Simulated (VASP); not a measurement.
The system is Hg.

```
CELL_PARAMETERS angstrom
-1.87674 1.87674 1.91684
1.87674 -1.87674 1.91684
1.87674 1.87674 -1.91684
ATOMIC_POSITIONS crystal
Hg 0.50000 0.50000 0.00000
```

Base run:

| Property | Result |
| --- | --- |
| Program | VASP 6.6.1 |
| Functional | r2SCAN |
| Potentials or basis | VASP PAW PBE potentials, release 64 (Hg) |
| Cutoff | 520 eV |
| k mesh | 10 × 10 × 10 |
| Occupations | fermi-dirac, width 0.05 eV |
| Spin | non-collinear spin, zero start, spin-orbit coupling |
| Starting moments | [[0.0, 0.0, 0.0]] μB |

Its results: pressure -0.2 GPa.

Task: The run is repeated on the same cell with these changes: spin from non-collinear spin, zero start, spin-orbit coupling to no spin polarisation; further incar settings from ALGO = Normal; EDIFF = 1e-06; NBANDS = 23 to ALGO = Normal; EDIFF = 1e-07; NBANDS = 12. What comes out?

Result: Pressure 0.4 GPa.

Caveats: the PAW data sets were made with another functional, which shifts forces and pressure a little.
